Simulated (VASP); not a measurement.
A run of VASP 6.6.1 is set up as follows.

File INCAR:

```
SYSTEM = AgCl
PREC = Accurate
ENCUT = 500
EDIFF = 1E-6
ISMEAR = 0
SIGMA = 0.1
LREAL = .False.
LASPH = .True.
NELM = 200
ALGO = Normal
ISIF = 2
LWAVE = .False.
LCHARG = .True.
ISPIN = 2
MAGMOM = 2 0
LORBIT = 11
LMAXMIX = 4
GGA = PE
LELF = .True.
LVHAR = .True.
NBANDS = 20
ISYM = 0
GGA_COMPAT = .False.
```

KPOINTS

```
Automatic mesh
0
Gamma
  1 3 4
  0 0 0
```

Contents of POSCAR:

```
AgCl
1.0
    3.4339730000      0.0000000000      0.0000000000
    0.0000000000      3.4339730000      0.0000000000
    0.0000000000      0.0000000000      3.4339730000
Ag Cl
1 1
Direct
    0.0000000000      0.0000000000      0.0000000000
    0.5000000000      0.5000000000      0.5000000000
```

Potentials or basis: VASP PAW PBE potentials, release 64 (Ag, Cl).

The run is started by

```bash
$ cat potpaw_PBE.64/Ag/POTCAR potpaw_PBE.64/Cl/POTCAR > POTCAR
$ mpirun -np 1 vasp_std > vasp.out
```

Predict the pressure.

2.4 GPa.

What does it give for the band gap on the k mesh?

0.41 eV, indirect (least direct gap 1.85 eV).

Predict the net moment.

0.00 μB per cell.

Stress tensor (GPa, compression positive):
```
 6.66  0.00  0.00
 0.00  0.52  0.00
 0.00  0.00 -0.12
```

Caveat: the k points lie up to 1.83 Å⁻¹ apart. A k mesh can miss the band edges.
